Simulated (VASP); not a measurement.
# KMnF3 (Pm-3m) in VASP: notebook

KMnF3 is run at these levels: LDA; tasks: single point.

Program: VASP 6.6.1. These are calculated values, not measurements. Logs are shortened: lines on timing, memory, paths and dates and some standing lists are left out, and cuts for length are marked.

## Step 1: The cell of the first run

It takes space group Pm-3m (No. 221, cubic). The conventional cell has a = 4.187 Å, b = 4.187 Å, c = 4.187 Å, α = 90.00°, β = 90.00°, γ = 90.00°. Within 2.8 Å of F (site symmetry 4/mmm) lie 2 Mn at 2.09 Å. Within 3.9 Å of K (site symmetry m-3m) lie 12 F at 2.96 Å and 8 Mn at 3.63 Å. Within 2.8 Å of Mn (site symmetry m-3m) lie 6 F at 2.09 Å.

## Step 2: Single point, LDA

The input, INCAR:

```
SYSTEM = KMnF3
PREC = Accurate
ENCUT = 600
EDIFF = 1E-6
ISMEAR = -1
SIGMA = 0.05
LREAL = .FALSE.
LASPH = .TRUE.
NELM = 120
ALGO = Normal
ISIF = 2
LWAVE = .FALSE.
LCHARG = .FALSE.
NBANDS = 30
GGA_COMPAT = .FALSE.
```

The input, KPOINTS:

```
regular mesh
0
G
  5 5 5
  0 0 0
```

The input, POSCAR:

```
KMnF3
1.0
    4.1869000000      0.0000000000      0.0000000000
    0.0000000000      4.1869000000      0.0000000000
    0.0000000000      0.0000000000      4.1869000000
F K Mn
3 1 1
Direct
    0.5000000000      0.0000000000      0.0000000000
    0.0000000000      0.5000000000      0.0000000000
    0.0000000000      0.0000000000      0.5000000000
    0.5000000000      0.5000000000      0.5000000000
    0.0000000000      0.0000000000      0.0000000000
```

Potentials or basis: VASP PAW LDA potentials, release 64 (F, K_sv, Mn_pv).

Launch:

```
$ cat potpaw_LDA.64/F/POTCAR potpaw_LDA.64/K_sv/POTCAR potpaw_LDA.64/Mn_pv/POTCAR > POTCAR
$ mpirun -np 1 vasp_std > vasp.out
```

OUTCAR:

```text
SYSTEM = KMnF3
   PREC = Accurate
   ENCUT = 600
   EDIFF = 1E-6
   ISMEAR = -1
   LREAL = .FALSE.
   LASPH = .TRUE.
   NELM = 120
   ISIF = 2

 ion  position               nearest neighbor table
   1  0.500  0.000  0.000-   5 2.09   5 2.09
   2  0.000  0.500  0.000-   5 2.09   5 2.09
   3  0.000  0.000  0.500-   5 2.09   5 2.09
   4  0.500  0.500  0.500-
   5  0.000  0.000  0.000-   1 2.09   2 2.09   3 2.09   3 2.09   2 2.09   1 2.09

  LATTYP: Found a simple cubic cell.
 ALAT       =     4.1869000000

  Lattice vectors:

 A1 = (   4.1869000000,   0.0000000000,   0.0000000000)
 A2 = (   0.0000000000,   4.1869000000,   0.0000000000)
 A3 = (   0.0000000000,   0.0000000000,   4.1869000000)

Analysis of symmetry for initial positions (statically):
=====================================================================
 Subroutine PRICEL returns:
 Original cell was already a primitive cell.

 Routine SETGRP: Setting up the symmetry group for a
 simple cubic supercell.

 Subroutine GETGRP returns: Found 48 space group operations
 (whereof 48 operations were pure point group operations)
 out of a pool of 48 trial point group operations.

The static configuration has the point symmetry O_h .

Analysis of symmetry for dynamics (positions and initial velocities):
=====================================================================
 Subroutine PRICEL returns:
 Original cell was already a primitive cell.

 Routine SETGRP: Setting up the symmetry group for a
 simple cubic supercell.

 Subroutine GETGRP returns: Found 48 space group operations
 (whereof 48 operations were pure point group operations)
 out of a pool of 48 trial point group operations.

The dynamic configuration has the point symmetry O_h .

 Subroutine INISYM returns: Found 48 space group operations
 (whereof 48 operations are pure point group operations),
 and found     1 'primitive' translations

----------------------------------------------------------------------------------------

                                     Primitive cell

  volume of cell :      73.3969

  direct lattice vectors                    reciprocal lattice vectors
     4.186900000  0.000000000  0.000000000     0.238840192  0.000000000  0.000000000
     0.000000000  4.186900000  0.000000000     0.000000000  0.238840192  0.000000000
     0.000000000  0.000000000  4.186900000     0.000000000  0.000000000  0.238840192

  length of vectors
     4.186900000  4.186900000  4.186900000     0.238840192  0.238840192  0.238840192

  position of ions in fractional coordinates (direct lattice)
     0.500000000  0.000000000  0.000000000
     0.000000000  0.500000000  0.000000000
     0.000000000  0.000000000  0.500000000
     0.500000000  0.500000000  0.500000000
     0.000000000  0.000000000  0.000000000

  ion indices of the primitive-cell ions
   primitive index   ion index
                 1           1
                 2           2
                 3           3
                 4           4
                 5           5

----------------------------------------------------------------------------------------

 KPOINTS: regular mesh

Automatic generation of k-mesh.
 Grid dimensions read from file:
 generate k-points for:    5    5    5

 Generating k-lattice:

  Cartesian coordinates                     Fractional coordinates (reciprocal lattice)
     0.047768038  0.000000000  0.000000000     0.200000000  0.000000000  0.000000000
     0.000000000  0.047768038  0.000000000     0.000000000  0.200000000  0.000000000
     0.000000000  0.000000000  0.047768038     0.000000000  0.000000000  0.200000000

  Length of vectors
     0.047768038  0.047768038  0.047768038

  Shift w.r.t. Gamma in fractional coordinates (k-lattice)
     0.000000000  0.000000000  0.000000000

 Subroutine IBZKPT returns following result:
 ===========================================

 Found     10 irreducible k-points:

 Following reciprocal coordinates:
            Coordinates               Weight
  0.000000  0.000000  0.000000      1.000000
  0.200000  0.000000  0.000000      6.000000
  0.400000  0.000000  0.000000      6.000000
  0.200000  0.200000  0.000000     12.000000
  0.400000  0.200000  0.000000     24.000000
  0.400000  0.400000  0.000000     12.000000
  0.200000  0.200000  0.200000      8.000000
  0.400000  0.200000  0.200000     24.000000
  0.400000  0.400000  0.200000     24.000000
  0.400000  0.400000  0.400000      8.000000
   k-points           NKPTS =     10   k-points in BZ     NKDIM =     10   number of bands    NBANDS=     30
   number of dos      NEDOS =    301   number of ions     NIONS =      5
   total plane-waves  NPLWV =  46656
   dimension x,y,z NGX =    36 NGY =   36 NGZ =   36
   dimension x,y,z NGXF=    72 NGYF=   72 NGZF=   72
   ions per type =               3   1   1
   NGX,Y,Z   is equivalent  to a cutoff of  14.29, 14.29, 14.29 a.u.
   NGXF,Y,Z  is equivalent  to a cutoff of  28.59, 28.59, 28.59 a.u.
 SYSTEM =  KMnF3
   PREC   = accura    normal or accurate (medium, high low for compatibility)
   ISTART =      0    job   : 0-new  1-cont  2-samecut
   ICHARG =      2    charge: 1-file 2-atom 10-const
   ISPIN  =      1    spin polarized calculation?
   LNONCOLLINEAR =      F non collinear calculations
   LSORBIT =      F    spin-orbit coupling
   LASPH  =      T    aspherical Exc in radial PAW
   ENCUT  =  600.0 eV  44.10 Ry    6.64 a.u.   8.36  8.36  8.36*2*pi/ulx,y,z
   NELM   =    120;   NELMIN=  2; NELMDL= -5     # of ELM steps
   EDIFF  = 0.1E-05   stopping-criterion for ELM
   LREAL  =      F    real-space projection
   EDIFFG = 0.1E-04   stopping-criterion for IOM
   NSW    =      0    number of steps for IOM
   IBRION =     -1    ionic relax: 0-MD 1-quasi-New 2-CG
   NFREE  =      0    steps in history (QN), initial steepest desc. (CG)
   ISIF   =      2    stress and relaxation
   ISYM   =      2    0-nonsym 1-usesym 2-fastsym
   POTIM  = 0.5000    time-step for ionic-motion
   TEBEG  =    0.0;   TEEND  =   0.0 temperature during run
   PSTRESS=    0.0 pullay stress
   NELECT =      43.0000    total number of electrons
   NUPDOWN=      -1.0000    fix difference up-down
   EMIN   =  10.00;   EMAX   =-10.00  energy-range for DOS
   EFERMI =   0.00;   METHOD = LEGACY
   ISMEAR =    -1;   SIGMA  =   0.05  broadening in eV -4-tet -1-fermi 0-gaus
   EFERMI_NEDOS =   21; number of points for ismear=-14 and -15
   IALGO  =     38    algorithm
   IMIX   =      4    mixing-type and parameters
     AMIX     =   0.40;   BMIX     =  1.00
     AMIX_MAG =   1.60;   BMIX_MAG =  1.00
  volume/ion in A,a.u.               =      14.68        99.06
  Fermi-wavevector in a.u.,A,eV,Ry     =   1.369846  2.588633 25.531032  1.876478
  Thomas-Fermi vector in A             =   2.495685
   LORBIT       =      0    0 simple, 1 ext, 2 COOP (PROOUT), +10 PAW based schemes
   GGA     = CA    functional components
   LHFCALC =     F    Hartree Fock is set to
   AEXX    =    0.0000 exact exchange contribution
   IVDW    =     0    specifies the selected vdW correction
   LEPSILON=     F    determine dielectric tensor
   LRPA    =     F    only Hartree local field effects (RPA)
 non-spin polarized calculation
  energy-cutoff  :      600.00
  volume of cell :       73.40
 maximum number of plane-waves:      2473
 NGX is ok and might be reduce to    36
   NGX = 17   NGY = 17   NGZ = 17

 number of electron      43.0000042 magnetization

 Free energy of the ion-electron system (eV)
  ---------------------------------------------------
  ext. energy  EPLUGINS =         0.00000000
  ---------------------------------------------------
  free energy    TOTEN  =       -27.91592633 eV

  energy without entropy =      -27.82052519  energy(sigma->0) =      -27.86822576

 E-fermi :   2.4395     XC(G=0): -10.1873

 val. band max:        2.3900410297   @ k =   0.4000   0.2000   0.2000
 cond. band min:       2.4447698450   @ k =   0.2000   0.2000   0.0000
 fundamental gap:      0.0547288153
 Fermi energy:         2.4395238449

 k-point     1 :       0.0000    0.0000    0.0000
  band No.  band energies     occupation
      1     -45.2212      2.00000
      2     -45.2212      2.00000
      3     -45.2212      2.00000
      4     -27.5062      2.00000
      5     -21.7611      2.00000
      6     -21.3241      2.00000
[... 22 lines left out ...]
     29      10.1159      0.00000
     30      10.1159      0.00000

 k-point     2 :       0.2000    0.0000    0.0000
  band No.  band energies     occupation
      1     -45.2224      2.00000
      2     -45.2212      2.00000
      3     -45.2212      2.00000
      4     -27.5013      2.00000
      5     -21.7235      2.00000
      6     -21.3402      2.00000
[... 22 lines left out ...]
     29      10.0324      0.00000
     30      10.1396      0.00000

 k-point     3 :       0.4000    0.0000    0.0000
  band No.  band energies     occupation
      1     -45.2244      2.00000
      2     -45.2211      2.00000
      3     -45.2211      2.00000
      4     -27.4934      2.00000
      5     -21.6572      2.00000
      6     -21.3711      2.00000
[... 22 lines left out ...]
     29       9.9067      0.00000
     30      10.1801      0.00000

 k-point     4 :       0.2000    0.2000    0.0000
  band No.  band energies     occupation
      1     -45.2224      2.00000
      2     -45.2224      2.00000
      3     -45.2211      2.00000
      4     -27.4969      2.00000
      5     -21.6837      2.00000
      6     -21.3459      2.00000
[... 154 lines left out ...]
     29      10.0438      0.00000
     30      10.1878      0.00000

 k-point     9 :       0.4000    0.4000    0.2000
  band No.  band energies     occupation
      1     -45.2243      2.00000
      2     -45.2243      2.00000
      3     -45.2222      2.00000
      4     -27.4808      2.00000
      5     -21.4847      2.00000
      6     -21.3767      2.00000
[... 22 lines left out ...]
     29      10.2553      0.00000
     30      10.4390      0.00000

 k-point    10 :       0.4000    0.4000    0.4000
  band No.  band energies     occupation
      1     -45.2242      2.00000
      2     -45.2242      2.00000
      3     -45.2242      2.00000
      4     -27.4762      2.00000
      5     -21.4180      2.00000
      6     -21.3706      2.00000
[... 22 lines left out ...]
     29      10.5522      0.00000
     30      10.5522      0.00000

------------------------ aborting loop because EDIFF is reached ----------------------------------------

  FORCE on cell =-STRESS in cart. coord.  units (eV):
  Direction    XX          YY          ZZ          XY          YZ          ZX
  --------------------------------------------------------------------------------------
  -------------------------------------------------------------------------------------
  Total       -6.9212844     -6.9212844     -6.9212844     -0.0000000      0.0000000     -0.0000000
  in kB     -151.0843614   -151.0843614   -151.0843614     -0.0000000      0.0000000     -0.0000000
  external PRESSURE =    -151.0843614 kB  Pullay stress =       0.0000000 kB

 VOLUME and BASIS-vectors are now :
 -----------------------------------------------------------------------------
  energy-cutoff  :      600.00
  volume of cell :       73.40
      direct lattice vectors                 reciprocal lattice vectors
     4.186900000  0.000000000  0.000000000     0.238840192  0.000000000  0.000000000
     0.000000000  4.186900000  0.000000000     0.000000000  0.238840192  0.000000000
     0.000000000  0.000000000  4.186900000     0.000000000  0.000000000  0.238840192

 POSITION                                       TOTAL-FORCE (eV/Angst)
 -----------------------------------------------------------------------------------
      2.09345      0.00000      0.00000         0.000000      0.000000      0.000000
      0.00000      2.09345      0.00000         0.000000      0.000000      0.000000
      0.00000      0.00000      2.09345         0.000000      0.000000      0.000000
      2.09345      2.09345      2.09345         0.000000      0.000000      0.000000
      0.00000      0.00000      0.00000         0.000000      0.000000      0.000000
 -----------------------------------------------------------------------------------
    total drift:                                0.000000      0.000000     -0.000000

  FREE ENERGIE OF THE ION-ELECTRON SYSTEM (eV)
  ---------------------------------------------------
  free  energy   TOTEN  =       -27.9159263285 eV

  energy  without entropy=      -27.8205251911  energy(sigma->0) =      -27.86822576
```

Run time: 14 s. Hardware: 1 thread of Intel Xeon Platinum 8488C (Sapphire Rapids), shared host; peak memory 0.18 GiB.

Results:

```yaml
Free_energy: -27.9159 eV
Pressure: -15.1 GPa
```

Levels at points of the mesh, in eV from the Fermi level:
```csv
k point,band 20,band 21,band 22,band 23,band 24,band 25
"(0.00, 0.00, 0.00)",-0.62,-0.62,-0.62,-0.15,-0.15,1.53
```

Caveat: an odd number of electrons without spin polarisation forces a metal; a magnetic or distorted state may lie lower; the run has no spin polarisation, though such a crystal can be magnetic; semilocal functionals often make such compounds metallic where correlation or magnetic order opens a gap, which also shifts bond lengths.

## Step 3: Single point, LDA

The input, INCAR:

```
PREC = Accurate
ENCUT = 600
EDIFF = 1E-6
ISMEAR = -1
SIGMA = 0.05
LREAL = F
LASPH = T
NELM = 120
ALGO = Normal
ISIF = 2
LWAVE = F
LCHARG = T
LELF = T
LVHAR = T
NBANDS = 30
GGA_COMPAT = F
```

The input, KPOINTS:

```
Automatic mesh
0
Gamma
  5 5 5
```

POSCAR is that of step 2.

Potentials or basis: VASP PAW LDA potentials, release 64 (F, K_sv, Mn_pv).

Launch:

```
$ cat potpaw_LDA.64/F/POTCAR potpaw_LDA.64/K_sv/POTCAR potpaw_LDA.64/Mn_pv/POTCAR > POTCAR
$ mpirun -np 1 vasp_std > vasp.out
```

OUTCAR:

```text
PREC = Accurate
   ENCUT = 600
   EDIFF = 1E-6
   ISMEAR = -1
   LREAL = F
   LASPH = T
   NELM = 120
   ISIF = 2

 ion  position               nearest neighbor table
   1  0.500  0.000  0.000-   5 2.09   5 2.09
   2  0.000  0.500  0.000-   5 2.09   5 2.09
   3  0.000  0.000  0.500-   5 2.09   5 2.09
   4  0.500  0.500  0.500-
   5  0.000  0.000  0.000-   1 2.09   2 2.09   3 2.09   3 2.09   2 2.09   1 2.09

  LATTYP: Found a simple cubic cell.
 ALAT       =     4.1869000000

  Lattice vectors:

 A1 = (   4.1869000000,   0.0000000000,   0.0000000000)
 A2 = (   0.0000000000,   4.1869000000,   0.0000000000)
 A3 = (   0.0000000000,   0.0000000000,   4.1869000000)

Analysis of symmetry for initial positions (statically):
=====================================================================
 Subroutine PRICEL returns:
 Original cell was already a primitive cell.

 Routine SETGRP: Setting up the symmetry group for a
 simple cubic supercell.

 Subroutine GETGRP returns: Found 48 space group operations
 (whereof 48 operations were pure point group operations)
 out of a pool of 48 trial point group operations.

[... 154 lines left out ...]

 val. band max:        2.3900410297   @ k =   0.4000   0.2000   0.2000
 cond. band min:       2.4447698450   @ k =   0.2000   0.2000   0.0000
 fundamental gap:      0.0547288153
 Fermi energy:         2.4395238449

 k-point     1 :       0.0000    0.0000    0.0000
  band No.  band energies     occupation
      1     -45.2212      2.00000
      2     -45.2212      2.00000
      3     -45.2212      2.00000
      4     -27.5062      2.00000
      5     -21.7611      2.00000
      6     -21.3241      2.00000
[... 319 lines left out ...]
     29      10.5522      0.00000
     30      10.5522      0.00000

------------------------ aborting loop because EDIFF is reached ----------------------------------------

  FORCE on cell =-STRESS in cart. coord.  units (eV):
  Direction    XX          YY          ZZ          XY          YZ          ZX
  --------------------------------------------------------------------------------------
  -------------------------------------------------------------------------------------
  Total       -6.9212844     -6.9212844     -6.9212844     -0.0000000      0.0000000     -0.0000000
  in kB     -151.0843614   -151.0843614   -151.0843614     -0.0000000      0.0000000     -0.0000000
  external PRESSURE =    -151.0843614 kB  Pullay stress =       0.0000000 kB

 VOLUME and BASIS-vectors are now :
 -----------------------------------------------------------------------------
  energy-cutoff  :      600.00
  volume of cell :       73.40
      direct lattice vectors                 reciprocal lattice vectors
     4.186900000  0.000000000  0.000000000     0.238840192  0.000000000  0.000000000
     0.000000000  4.186900000  0.000000000     0.000000000  0.238840192  0.000000000
     0.000000000  0.000000000  4.186900000     0.000000000  0.000000000  0.238840192

 POSITION                                       TOTAL-FORCE (eV/Angst)
 -----------------------------------------------------------------------------------
      2.09345      0.00000      0.00000         0.000000      0.000000      0.000000
      0.00000      2.09345      0.00000         0.000000      0.000000      0.000000
      0.00000      0.00000      2.09345         0.000000      0.000000      0.000000
      2.09345      2.09345      2.09345         0.000000      0.000000      0.000000
      0.00000      0.00000      0.00000         0.000000      0.000000      0.000000
 -----------------------------------------------------------------------------------
    total drift:                                0.000000      0.000000     -0.000000

  FREE ENERGIE OF THE ION-ELECTRON SYSTEM (eV)
  ---------------------------------------------------
  free  energy   TOTEN  =       -27.9159263285 eV

  energy  without entropy=      -27.8205251911  energy(sigma->0) =      -27.86822576
```

Run time: 15 s. Hardware: 1 thread of Intel Xeon Platinum 8488C (Sapphire Rapids), shared host; peak memory 0.18 GiB.

Results:

```yaml
Free_energy: -27.9159 eV
Pressure: -15.1 GPa
```

Levels at points of the mesh, in eV from the Fermi level:
```csv
k point,band 20,band 21,band 22,band 23,band 24,band 25
"(0.00, 0.00, 0.00)",-0.62,-0.62,-0.62,-0.15,-0.15,1.53
```

Caveat: an odd number of electrons without spin polarisation forces a metal; a magnetic or distorted state may lie lower; the run has no spin polarisation, though such a crystal can be magnetic; semilocal functionals often make such compounds metallic where correlation or magnetic order opens a gap, which also shifts bond lengths.
